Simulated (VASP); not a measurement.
Write the native input for VASP 6.6.1 that does the following.

- Task: single point
- Functional: PBE
- Potentials or basis: VASP PAW PBE potentials, release 64 (Si)
- Cutoff: 520 eV
- k mesh: 9 × 9 × 12
- Occupations: fermi-dirac, width 0.1 eV
- Spin: no spin polarisation
- Dipole correction: no
- Further INCAR settings: ALGO = Normal; EDIFF = 1e-07; NBANDS = 13

The structure of Si lies in POSCAR:

```
Si
1.0
    3.2345807816      0.0000000000      0.0000000000
   -1.6172903908      2.8012291274      0.0000000000
    0.0000000000      0.0000000000      1.9591685106
Si
3
Direct
    0.0000000000      0.0000000000      0.0000000000
    0.3333333333      0.6666666667      0.5000000000
    0.6666666667      0.3333333333      0.5000000000
```

This isn't the form of Si at room conditions, which is diamond.

One way to write it, as run:

INCAR

```
SYSTEM = Si
ALGO = Normal ; EDIFF = 1E-7
ENCUT = 520 ; GGA = PE
ISIF = 2 ; ISMEAR = -1
LASPH = .TRUE. ; LCHARG = .TRUE.
LELF = .TRUE. ; LREAL = .FALSE.
LVHAR = .TRUE. ; LWAVE = .FALSE.
NBANDS = 13 ; NELM = 60
PREC = Accurate ; SIGMA = 0.1
```

KPOINTS

```
k-points
0
G
  9 9 12
  0 0 0
```

Potentials or basis: VASP PAW PBE potentials, release 64 (Si).

The run is started by

```sh
$ cat potpaw_PBE.64/Si/POTCAR > POTCAR
$ mpirun -np 1 vasp_std > vasp.out
```

Results of the run:

```json
{
 "Pressure": "560.3 GPa",
 "Band gap on the k mesh": "zero (bands 6 and 7 overlap by 7.72 eV)"
}
```

Caveat: the cell stands under pressure.

Wall time 15 s on 1 thread of Intel Xeon 8259CL (shared host), peak memory 0.13 GiB.
